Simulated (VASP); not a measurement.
A run of VASP 6.6.1 is set up as follows.

The input INCAR:

```
ALGO = Normal ; EDIFF = 1E-7
EDIFFG = -0.04 ; ENCUT = 600
GGA = PE ; IBRION = 2
ISIF = 3 ; ISMEAR = 0
LASPH = True ; LCHARG = False
LREAL = False ; LWAVE = False
NELM = 100 ; NSW = 90
PREC = Accurate ; SIGMA = 0.1
```

KPOINTS

```
k-points
0
Gamma
  6 6 2
```

POSCAR

```
Zn2S
1.0
    3.5749118935      0.0000000000      0.0000000000
    0.0000000000      3.5749118935      0.0000000000
    0.0000000000      0.0000000000      8.7555934773
Zn S
4 2
Direct
    0.0000000000      0.0000000000      0.0000000000
    0.5000000000      0.5000000000      0.0000000000
    0.5000000000      0.0000000000      0.3815120266
    0.0000000000      0.5000000000      0.6184879734
    0.5000000000      0.0000000000      0.6637924214
    0.0000000000      0.5000000000      0.3362075786
```

Potentials or basis: VASP PAW PBE potentials, release 64 (Zn, S).

The run is started by

```sh
$ cat potpaw_PBE.64/Zn/POTCAR potpaw_PBE.64/S/POTCAR > POTCAR
$ mpirun -np 1 vasp_std > vasp.out
```

(1) What does it give for the space group after relaxing (to 0.05 Å)?

(2) What does it give for the relaxed cell?

(3) What does it give for the relaxed volume?

(4) Predict the band gap on the k mesh.

Results:

(1) P4/nmm (No. 129).

(2) a = 3.564 Å, b = 3.564 Å, c = 8.598 Å, α = 90.00°, β = 90.00°, γ = 90.00°.

(3) 18.20 Å³/atom.

(4) zero (band 30 reaches 4.63 eV, above the bottom of band 31 at 2.77 eV).
